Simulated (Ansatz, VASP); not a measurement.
One calculation of GaP, two programs

Contents of POSCAR:

```
GaP
1.0
    0.0000000000      2.8316898682      2.8316898682
    2.8316898682      0.0000000000      2.8316898682
    2.8316898682      2.8316898682      0.0000000000
Ga P
1 1
Direct
    0.0000000000      0.0000000000      0.0000000000
    0.2500000000      0.2500000000      0.2500000000
```

The input INCAR.step1:

```
SYSTEM = GaP
PREC = Accurate ; ENCUT = 520
ISMEAR = 0 ; SIGMA = 0.01
LREAL = .FALSE. ; LASPH = .TRUE.
NELM = 100 ; NBANDS = 16
GGA = PE ; ALGO = Normal
EDIFF = 1E-4 ; LWAVE = .TRUE.
LCHARG = .FALSE.
```

File INCAR.step2:

```
SYSTEM = GaP
PREC = Accurate ; ENCUT = 520
EDIFF = 1E-6 ; ISMEAR = 0
SIGMA = 0.01 ; LREAL = .FALSE.
LASPH = .TRUE. ; NELM = 100
ALGO = Normal ; ISIF = 2
LWAVE = .FALSE. ; LCHARG = .FALSE.
METAGGA = R2SCAN ; LMIXTAU = .TRUE.
NBANDS = 16 ; ISTART = 1
```

Contents of KPOINTS:

```
regular mesh
0
G
  8 8 8
  0 0 0
```

Input for Ansatz:

```yaml
crystal:
  lattice:
    - [0.0, 2.8316898682, 2.8316898682]
    - [2.8316898682, 0.0, 2.8316898682]
    - [2.8316898682, 2.8316898682, 0.0]
  atoms:
    - { symbol: Ga, position: [0.0, 0.0, 0.0] }
    - { symbol: P, position: [0.25, 0.25, 0.25] }
kpoints:
  mp_grid: { grid: [8, 8, 8] }
  band_path:
    path:
      - [0.0, 0.0, 0.0]
      - [-0.5, -0.5, 0.0]
      - [-0.375, -0.375, 0.25]
      - [-0.375, 0.0, 0.375]
      - [0.0, 0.0, 0.5]
      - [-0.5, -0.25, 0.25]
    npoints: 1
hamiltonian:
  xc: r2scan
scf:
  occupations: { method: fixed }
  n_extra_bands: 4
output:
  forces: true
  stress: true
  eigenvalues: true
  write_density: true
  write_potential: true
  elf: true
  volumetric_format: npy
```

Change from the starting cell: hydrostatic strain +3.9%.

Alike in both runs: task single point; functional r2SCAN; k mesh 8 × 8 × 8; no spin polarisation.

```csv
,VASP,Ansatz
version,VASP 6.6.1,Ansatz 0.2.0
potentials or method,"VASP PAW PBE potentials, release 64 (Ga_d, P)","plane waves, PAW"
plane-wave cutoff (eV),520,500
occupations,"gaussian, width 0.01 eV",fixed
valence electrons in the cell,18,18
```

Ansatz gave:

| Quantity | Value |
| --- | --- |
| gap on the k mesh at the Fermi level (eV) | 1.38 |
| pressure (GPa) | -7.8 |

Problem. What did VASP give for the same quantities?

Solution. gap on the k mesh at the Fermi level (eV): 1.36; pressure (GPa): -7.8.

VASP's potentials were made for PBE, not for r2SCAN.
